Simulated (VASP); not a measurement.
Set up this calculation in VASP 6.6.1, as the native input.

* Task: single point
* Functional: PBEsol
* Potentials or basis: VASP PAW PBE potentials, release 64 (Zr_sv, C)
* Cutoff: 520 eV
* k mesh: 16 × 16 × 16
* Occupations: gaussian, width 0.1 eV
* Spin: no spin polarisation
* Dipole correction: no
* Further INCAR settings: ALGO = Normal; EDIFF = 1e-07; NBANDS = 15

The structure of ZrC lies in POSCAR:

```
ZrC
1.0
    0.0000000000      2.2371742541      2.2371742541
    2.2371742541      0.0000000000      2.2371742541
    2.2371742541      2.2371742541      0.0000000000
Zr C
1 1
Direct
    0.5000000000      0.5000000000      0.5000000000
    0.0000000000      0.0000000000      0.0000000000
```

One way to write it, as run:

INCAR

```
SYSTEM = ZrC
  PREC = Accurate
  ENCUT = 520
  EDIFF = 1E-7
  ISMEAR = 0
  SIGMA = 0.1
  LREAL = .FALSE.
  LASPH = .TRUE.
  NELM = 60
  ALGO = Normal
  ISIF = 2
  LWAVE = .FALSE.
  LCHARG = .TRUE.
  GGA = PS
  LELF = .TRUE.
  LVHAR = .TRUE.
  NBANDS = 15
```

KPOINTS

```
Automatic mesh
0
G
  16 16 16
  0 0 0
```

Potentials or basis: VASP PAW PBE potentials, release 64 (Zr_sv, C).

Launch:

```bash
$ cat potpaw_PBE.64/Zr_sv/POTCAR potpaw_PBE.64/C/POTCAR > POTCAR
$ mpirun -np 1 vasp_std > vasp.out
```

It gave:

The pressure is 39.4 GPa and the band gap on the k mesh is zero (bands 8 and 9 overlap by 1.37 eV).

Caveat: the cell stands under pressure; the PAW data sets were made with another functional, which shifts forces and pressure a little.

Run time: 46 s on 1 thread of AMD EPYC 9R14 (Zen 4), on a shared host, peak memory 0.14 GiB.
